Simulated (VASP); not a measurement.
# Na2B3 (P4/mmm) in VASP: further runs, part 2 of 2

VASP 6.6.1.

## 4. Single point, PBE

This run uses another cell than the first one, of 18.74 Å³/atom.

Contents of INCAR:

```
  PREC = Accurate
  ENCUT = 520
  EDIFF = 1E-6
  ISMEAR = 0
  SIGMA = 0.1
  LREAL = F
  LASPH = T
  NELM = 60
  ALGO = Normal
  ISIF = 2
  LWAVE = F
  LCHARG = F
  GGA = PE
  NBANDS = 20
```

Contents of KPOINTS:

```
regular mesh
0
Gamma
  10 10 6
```

Contents of POSCAR:

```
Na2B3
1.0
    3.7592382056      0.0000000000      0.0000000000
    0.0000000000      3.7592382056      0.0000000000
    0.0000000000      0.0000000000      6.6289921385
Na B
2 3
Direct
    0.0000000000      0.0000000000      0.5000000000
    0.5000000000      0.5000000000      0.0000000000
    0.0000000000      0.0000000000      0.1196568302
    0.0000000000      0.0000000000      0.8803431698
    0.5000000000      0.5000000000      0.5000000000
```

Potentials or basis: VASP PAW PBE potentials, release 64 (Na_pv, B).

Launch:

```
> cat potpaw_PBE.64/Na_pv/POTCAR potpaw_PBE.64/B/POTCAR > POTCAR
> mpirun -np 1 vasp_std > vasp.out
```

OUTCAR:

```text
PREC = Accurate
   ENCUT = 520
   EDIFF = 1E-6
   ISMEAR = 0
   LREAL = F
   LASPH = T
   NELM = 60
   ISIF = 2
   GGA = PE

 ion  position               nearest neighbor table
   1  0.000  0.000  0.500-
   2  0.500  0.500  0.000-
   3  0.000  0.000  0.120-   4 1.59
   4  0.000  0.000  0.880-   3 1.59
   5  0.500  0.500  0.500-

[... 753 lines left out ...]

  FORCE on cell =-STRESS in cart. coord.  units (eV):
  Direction    XX          YY          ZZ          XY          YZ          ZX
  --------------------------------------------------------------------------------------
  -------------------------------------------------------------------------------------
  Total        0.0091771      0.0091771      0.0497237      0.0000000     -0.0000000      0.0000000
  in kB        0.1569522      0.1569522      0.8504076      0.0000000     -0.0000000      0.0000000
  external PRESSURE =       0.3881040 kB  Pullay stress =       0.0000000 kB

 VOLUME and BASIS-vectors are now :
 -----------------------------------------------------------------------------
  energy-cutoff  :      520.00
  volume of cell :       93.68
      direct lattice vectors                 reciprocal lattice vectors
     3.759238206  0.000000000  0.000000000     0.266011342  0.000000000  0.000000000
     0.000000000  3.759238206  0.000000000     0.000000000  0.266011342  0.000000000
     0.000000000  0.000000000  6.628992139     0.000000000  0.000000000  0.150852494

 POSITION                                       TOTAL-FORCE (eV/Angst)
 -----------------------------------------------------------------------------------
      0.00000      0.00000      3.31450         0.000000      0.000000      0.000000
      1.87962      1.87962      0.00000         0.000000      0.000000      0.000000
      0.00000      0.00000      0.79320        -0.000000     -0.000000      0.015324
      0.00000      0.00000      5.83579         0.000000     -0.000000     -0.015324
      1.87962      1.87962      3.31450         0.000000      0.000000      0.000000
 -----------------------------------------------------------------------------------
    total drift:                                0.000000      0.000000      0.000000

  FREE ENERGIE OF THE ION-ELECTRON SYSTEM (eV)
  ---------------------------------------------------
  free  energy   TOTEN  =       -13.4655523085 eV

  energy  without entropy=      -13.4466488708  energy(sigma->0) =      -13.45610059
```

OSZICAR:

```text
N       E                     dE             d eps       ncg     rms          rms(c)
DAV:   1     0.146138875987E+03    0.14614E+03   -0.10849E+04  3360   0.109E+03
DAV:   2    -0.570072566296E+01   -0.15184E+03   -0.14764E+03  3672   0.292E+02
DAV:   3    -0.155556405158E+02   -0.98549E+01   -0.97043E+01  4220   0.764E+01
DAV:   4    -0.157509881020E+02   -0.19535E+00   -0.19344E+00  3948   0.108E+01
DAV:   5    -0.157544742088E+02   -0.34861E-02   -0.34851E-02  4240   0.152E+00    0.658E+00
DAV:   6    -0.151535867393E+02    0.60089E+00   -0.42717E+01  3884   0.116E+01    0.694E+00
DAV:   7    -0.135463430499E+02    0.16072E+01   -0.21596E+01  4280   0.658E+00    0.194E+00
DAV:   8    -0.134740456426E+02    0.72297E-01   -0.75518E-01  3824   0.238E+00    0.741E-01
DAV:   9    -0.134674068064E+02    0.66388E-02   -0.14501E-01  3988   0.114E+00    0.252E-01
DAV:  10    -0.134656816239E+02    0.17252E-02   -0.75928E-03  3836   0.282E-01    0.881E-02
DAV:  11    -0.134655474407E+02    0.13418E-03   -0.11308E-03  4116   0.141E-01    0.208E-02
DAV:  12    -0.134655533747E+02   -0.59340E-05   -0.75346E-05  3864   0.477E-02    0.103E-02
DAV:  13    -0.134655517510E+02    0.16237E-05   -0.13063E-05  4428   0.107E-02    0.359E-03
DAV:  14    -0.134655523085E+02   -0.55754E-06   -0.92529E-07  3212   0.530E-03
   1 F= -.13465552E+02 E0= -.13456101E+02  d E =-.189034E-01
```

It took 2.3 min on 1 thread of Intel Xeon 8259CL, shared host; peak memory 0.26 GiB.

What came out:

```yaml
Free_energy: -13.4656 eV
Pressure: 0.0 GPa
Largest_force: 0.015 eV/Å
Band_gap_on_the_k_mesh: zero (an odd number of electrons rules out a gap without spin polarisation)
```

Forces on the atoms (eV/Å):
```
Na   0.000  0.000  0.000
Na   0.000  0.000  0.000
B    0.000  0.000  0.015
B    0.000  0.000 -0.015
B    0.000  0.000  0.000
```

## 5. Relaxation of cell and atoms, PBE

This run uses another cell than the first one, of 18.71 Å³/atom.

Contents of INCAR:

```
SYSTEM = Na2B3
PREC = Accurate ; ENCUT = 600
EDIFF = 1E-7 ; ISMEAR = 0
SIGMA = 0.1 ; LREAL = .FALSE.
LASPH = .TRUE. ; NELM = 100
ALGO = Normal ; ISIF = 3
LWAVE = .FALSE. ; LCHARG = .FALSE.
GGA = PE ; IBRION = 2
NSW = 100 ; EDIFFG = -0.01
```

Contents of KPOINTS:

```
regular mesh
0
G
  10 10 6
  0 0 0
```

Contents of POSCAR:

```
Na2B3
1.0
    3.7743204485      0.0000000000      0.0000000000
    0.0000000000      3.7743204485      0.0000000000
    0.0000000000      0.0000000000      6.5656160608
Na B
2 3
Direct
    0.0000000000      0.0000000000      0.5000000000
    0.5000000000      0.5000000000      0.0000000000
    0.0000000000      0.0000000000      0.1204864120
    0.0000000000      0.0000000000      0.8795135880
    0.5000000000      0.5000000000      0.5000000000
```

Launch:

```
> cat potpaw_PBE.64/Na_pv/POTCAR potpaw_PBE.64/B/POTCAR > POTCAR
> mpirun -np 1 vasp_std > vasp.out
```

Wall time 7.7 min (1 thread of Intel Xeon 8259CL, shared host); peak memory 0.3 GiB.

The run converged. Its results:

```
Free energy                           : -13.4666 eV
Relaxed volume                        : 18.75 Å³/atom
Relaxed cell                          : a = 3.761 Å, b = 3.761 Å, c = 6.630 Å, α = 90.00°, β = 90.00°, γ = 90.00°
Space group after relaxing (to 0.1 Å) : P4/mmm (No. 123)
Energy gained by relaxing             : 0.5 meV/atom
Ionic steps                           : 5
Pressure after relaxing               : 0.0 GPa
Largest force after relaxing          : 0.009 eV/Å
Band gap on the k mesh                : zero (an odd number of electrons rules out a gap without spin polarisation)
```

Forces on the atoms (eV/Å):
```
Na   0.000  0.000  0.000
Na   0.000  0.000  0.000
B    0.000  0.000 -0.009
B    0.000  0.000  0.009
B    0.000  0.000  0.000
```

The path:
| step | energy change (eV) | largest force (eV/Å) | pressure (GPa) | volume (Å³) |
| --- | --- | --- | --- | --- |
| 1 | 0.0000 | 0.0336 | 0.12 | 93.53 |
| 2 | -0.0012 | 0.1592 | -0.10 | 93.72 |
| 3 | -0.0013 | 0.1507 | -0.08 | 93.71 |
| 4 | -0.0023 | 0.0793 | -0.05 | 93.74 |
| 5 | -0.0027 | 0.0086 | -0.01 | 93.76 |

Final structure:
```
Na B
1.0
     3.76071    0.00000    0.00000
     0.00000    3.76071    0.00000
     0.00000    0.00000    6.62959
Na B
2 3
Direct
  0.00000 0.00000 0.50000
  0.50000 0.50000 0.00000
  0.00000 0.00000 0.11972
  0.00000 0.00000 0.88028
  0.50000 0.50000 0.50000
```

Levels at points of the mesh, in eV from the Fermi level:
```csv
k point,band 7,band 8,band 9,band 10,band 11,band 12,band 13,band 14,band 15
"(0.00, 0.00, 0.00)",-8.44,-6.18,-3.42,-0.13,0.34,0.34,1.38,1.66,1.66
"(0.50, 0.00, 0.00)",-7.75,-5.51,-2.32,-1.96,-1.88,-0.25,0.66,1.20,1.58
"(0.50, 0.50, 0.00)",-7.37,-4.84,-1.80,-1.80,-1.58,-0.01,-0.01,0.05,0.90
"(0.00, 0.00, 0.50)",-8.33,-6.53,-2.30,-1.59,0.48,0.48,1.36,1.36,2.07
"(0.50, 0.00, 0.50)",-7.72,-5.44,-3.13,-2.45,-0.12,0.03,0.66,1.08,1.58
"(0.50, 0.50, 0.50)",-7.35,-4.83,-1.85,-1.48,-1.48,-0.77,-0.77,0.46,0.74
```

## 6. Summary

| task | cell | k mesh | cutoff (eV) | gap on the mesh (eV) | pressure (GPa) | largest force (eV/Å) |
| --- | --- | --- | --- | --- | --- | --- |
| single point | a = 3.521, b = 3.521, c = 3.330 Å, 5 atoms, atomic positions A | 6 × 6 × 6 | 520 | none | 189.9 | 15.95 |
| single point | a = 3.774, b = 3.774, c = 6.566 Å, 5 atoms, atomic positions B | 6 × 6 × 6 | 520 | none | 0.0 | 0.01 |
| single point | a = 3.759, b = 3.759, c = 6.629 Å, 5 atoms, atomic positions B | 10 × 10 × 6 | 520 | none | 0.0 | 0.02 |
| relaxation of cell and atoms | relaxed from a = 3.774, b = 3.774, c = 6.566 Å, 5 atoms, atomic positions B | 10 × 10 × 6 | 600 | none | 0.0 | 0.01 |

Alike in all rows: level PBE; potentials or basis VASP PAW PBE potentials, release 64 (Na_pv, B); no spin polarisation; smearing gaussian 0.1 eV.

Caveats: atoms lie so close that the PAW spheres overlap strongly, which falsifies energies and pressures (at least some runs); the cell stands under pressure (at least some runs); forces of over 1 eV/Å act on the atoms, so gaps and moduli don't describe the material at rest (at least some runs).

Total energies depend on the potentials used, so only differences within one code and one set of settings carry meaning.
